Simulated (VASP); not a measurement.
## LuN3H6: single point with PBE

The system is LuN3H6, in a box.

```
Lu N H
1.0
    13.81000    0.00000    0.00000
     0.00000   14.55000    0.00000
     0.00000    0.00000    9.66000
Lu N H
1 3 6
Direct
  0.47486 0.50042 0.49445
  0.62819 0.50019 0.47581
  0.39862 0.62604 0.52120
  0.39868 0.37351 0.49532
  0.67416 0.55505 0.47790
  0.67165 0.44389 0.46584
  0.32585 0.63419 0.53454
  0.42666 0.69088 0.52346
  0.32586 0.36342 0.50449
  0.42791 0.30928 0.48834
```

```
Program                : VASP 6.6.1
Task                   : single point
Functional             : PBE
Potentials or basis    : VASP PAW PBE potentials, release 64 (Lu, N_h, H_h)
Cutoff                 : 1000 eV
k mesh                 : 1 × 1 × 1
Occupations            : gaussian, width 0.01 eV
Spin                   : no spin polarisation
Dipole correction      : no
Further INCAR settings : ALGO = Normal; EDIFF = 1e-06; NBANDS = 34; NELMDL = -8
```

The largest force is 0.116 eV/Å and the gap between the frontier levels is 3.03 eV.

Forces in eV/Å, atoms in the order of the input:
```
Lu   0.002 -0.012  0.002
N   -0.112  0.008  0.028
N    0.054 -0.090 -0.021
N    0.054  0.100  0.008
H   -0.014  0.066 -0.002
H    0.003 -0.073 -0.012
H   -0.057 -0.038  0.003
H    0.063  0.025  0.000
H   -0.050  0.042  0.008
H    0.059 -0.029 -0.014
```

Levels at points of the mesh, in eV from the valence-band top:
```tsv
k point	band 19	band 20	band 21	band 22	band 23	band 24	band 25	band 26	band 27	band 28
(0.00, 0.00, 0.00)	-2.30	-2.29	-0.24	-0.24	0.00	3.03	4.59	4.86	4.89	5.37
```

It took 14 min on 1 thread of Intel(R) Xeon(R) Platinum 8259CL CPU @ 2.50GHz (Skylake/Cascade Lake) (shared host), peak memory 3.1 GiB.

Caveat: spin-orbit coupling is left out, which moves the levels of the heavy elements.
